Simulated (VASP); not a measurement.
Here is a VASP 6.6.1 calculation.

INCAR

```
  ALGO = Normal
  EDIFF = 1E-6
  ENCUT = 500
  GGA = PE
  GGA_COMPAT = F
  ISIF = 2
  ISMEAR = 0
  LASPH = T
  LCHARG = F
  LMAXMIX = 6
  LREAL = F
  LWAVE = F
  NBANDS = 38
  NELM = 200
  PREC = Accurate
  SIGMA = 0.1
```

The input KPOINTS:

```
k-points
0
Gamma
  4 4 4
```

POSCAR

```
Tm2Ta
1.0
    0.0000000000      4.0023993700      4.0023993700
    4.0023993700      0.0000000000      4.0023993700
    4.0023993700      4.0023993700      0.0000000000
Tm Ta
4 2
Direct
    0.1250000000      0.1250000000      0.1250000000
    0.6250000000      0.1250000000      0.1250000000
    0.1250000000      0.1250000000      0.6250000000
    0.1250000000      0.6250000000      0.1250000000
    0.5000000000      0.5000000000      0.5000000000
    0.7500000000      0.7500000000      0.7500000000
```

Potentials or basis: VASP PAW PBE potentials, release 64 (Tm_3, Ta_pv), 4f in core.

The run is started by

```sh
$ cat potpaw_PBE.64/Tm_3/POTCAR potpaw_PBE.64/Ta_pv/POTCAR > POTCAR
$ mpirun -np 1 vasp_std > vasp.out
```

Question: What does it give for the band gap on the k mesh?

Answer: Zero (bands 29 and 30 overlap by 0.88 eV).

Question: Estimate the pressure.

Answer: 12.5 GPa.

Caveat: the cell stands under pressure; spin-orbit coupling is left out, which moves the levels of the heavy elements; the 4f electrons are frozen in the core, so they carry no moment and show no levels. Spin polarisation is off, so any magnetic state and its effect on volume and gap are missing.
